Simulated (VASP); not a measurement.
# I: electric field gradients with LDA

The system is I.

```
CELL_PARAMETERS angstrom
3.62750 -2.39750 0.00000
3.62750 2.39750 0.00000
0.00000 0.00000 9.78000
ATOMIC_POSITIONS crystal
I 0.85000 0.15000 0.11700
I 0.65000 0.35000 0.61700
I 0.15000 0.85000 0.88300
I 0.35000 0.65000 0.38300
```

```json
{"Program": "VASP 6.6.1", "Task": "electric field gradients", "Functional": "LDA", "Potentials or basis": "VASP PAW LDA potentials, release 64 (I)", "Cutoff": "520 eV", "k mesh": "6 × 6 × 3", "Occupations": "fermi-dirac, width 0.03 eV", "Spin": "no spin polarisation", "Dipole correction": "no", "Further INCAR settings": "ALGO = Normal; EDIFF = 1e-08; NBANDS = 22"}
```

```json
{"Pressure": "-1.2 GPa", "Largest force": "0.521 eV/Å", "Band gap on the k mesh": "1.17 eV, indirect (least direct gap 1.28 eV)"}
```

Forces in eV/Å, atoms in the order of the input:
```
I    0.000  0.209  0.477
I    0.000 -0.209  0.477
I    0.000 -0.209 -0.477
I    0.000  0.209 -0.477
```

Stress tensor (GPa, compression positive):
```
-0.75  0.00  0.00
 0.00 -1.79  0.00
 0.00  0.00 -1.20
```

Levels at points of the mesh, in eV from the valence-band top:
```
           k point  band 10  band 11  band 12  band 13  band 14  band 15  band 16  band 17  band 18  band 19
(0.00, 0.00, 0.00)    -1.17    -1.06    -0.53    -0.05     0.00     1.28     2.10     5.03     5.09     5.28
(0.50, 0.00, 0.00)    -1.64    -1.28    -1.28    -0.42    -0.42     2.18     2.18     5.26     5.26     7.25
(0.50, 0.50, 0.00)    -1.92    -1.88    -1.39    -0.70    -0.26     1.17     1.72     4.97     5.73     5.90
```

Electric field gradients, principal values (V/Å²):
```tsv
atom	least	middle	greatest (by size)
1 I	-415.276	-756.678	1171.955
2 I	-415.276	-756.678	1171.955
3 I	-415.276	-756.678	1171.955
4 I	-415.276	-756.678	1171.955
```

Run time: 51 s on 1 thread of AMD EPYC 9R45 96-Core Processor (Zen 5), on a shared host, peak memory 0.21 GiB.

Caveat: without QUAD_EFG the Cq values of the log hold for a quadrupole moment of 1 mb, not for the nuclei; spin-orbit coupling is left out, which moves the levels of the heavy elements. A k mesh can miss the band edges.
